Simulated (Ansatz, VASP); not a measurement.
Two plane-wave programs on Eu

File INCAR:

```
  PREC = Accurate
  ENCUT = 600
  EDIFF = 1E-6
  ISMEAR = 0
  SIGMA = 0.1
  LREAL = False
  LASPH = True
  NELM = 200
  ALGO = Normal
  ISIF = 2
  LWAVE = False
  LCHARG = False
  ISPIN = 2
  MAGMOM = 7.85
  LORBIT = 11
  LMAXMIX = 6
  LDAU = True
  LDAUTYPE = 2
  LDAUL = 3
  LDAUU = 6
  LDAUJ = 0
  LDAUPRINT = 1
  GGA = PE
  NBANDS = 18
  GGA_COMPAT = False
```

Contents of KPOINTS:

```
Automatic mesh
0
Gamma
  14 14 14
```

File POSCAR:

```
Eu
1.0
   -2.2595577678      2.2595577678      2.2595577678
    2.2595577678     -2.2595577678      2.2595577678
    2.2595577678      2.2595577678     -2.2595577678
Eu
1
Direct
    0.0000000000      0.0000000000      0.0000000000
```

Input for Ansatz:

```yaml
crystal:
  lattice:
    - [-2.2595577678, 2.2595577678, 2.2595577678]
    - [2.2595577678, -2.2595577678, 2.2595577678]
    - [2.2595577678, 2.2595577678, -2.2595577678]
  atoms:
    - { symbol: Eu, position: [0.0, 0.0, 0.0], spin: 7.85 }
basis:
  ecutwfc: 420
kpoints:
  mp_grid: { grid: [14, 14, 14] }
hamiltonian:
  xc: pbe
  pseudopotentials: { kind: paw }
  hubbard: { sites: [{ species: Eu, l: f, u_eff: 6.0 }] }
scf:
  occupations: { method: gaussian, width: 0.1 }
output:
  forces: true
  stress: true
  eigenvalues: true
  populations: true
magnetization:
  spin_polarized: true
```

Alike in both runs: task single point; functional PBE; k mesh 14 × 14 × 14; occupations gaussian, width 0.1 eV; collinear spin; Hubbard terms Eu f U = 6.0 eV.

|  | VASP | Ansatz |
| --- | --- | --- |
| version | VASP 6.6.1 | Ansatz 0.2.0 |
| potentials or method | VASP PAW PBE potentials, release 64 (Eu), cutoff 600 eV | scalar-relativistic, plane waves, PAW |
| valence electrons in the cell | 17 | 17 |

VASP gave:

| Item | Value |
| --- | --- |
| gap on the k mesh at the Fermi level (eV) | none |
| pressure (GPa) | 0.6 |
| net moment per atom (μB) | 7.30 |
| size of the moment on the site where the two differ most (μB) | 6.80 |

What did Ansatz give for the same quantities?

gap on the k mesh at the Fermi level (eV): none; pressure (GPa): 0.4; net moment per atom (μB): 7.34; size of the moment on the site where the two differ most (μB): 7.12.

Site moments also hang on the region over which each program counts them. The programs project onto different local orbitals, so the same U acts differently, and such runs can settle in different states. A gap of «none» marks a metal or a gap that the smearing closes. Ansatz's warnings: filled band counts differ across k points, given moment on shells, stability check not made.

Spin-orbit coupling is off throughout.
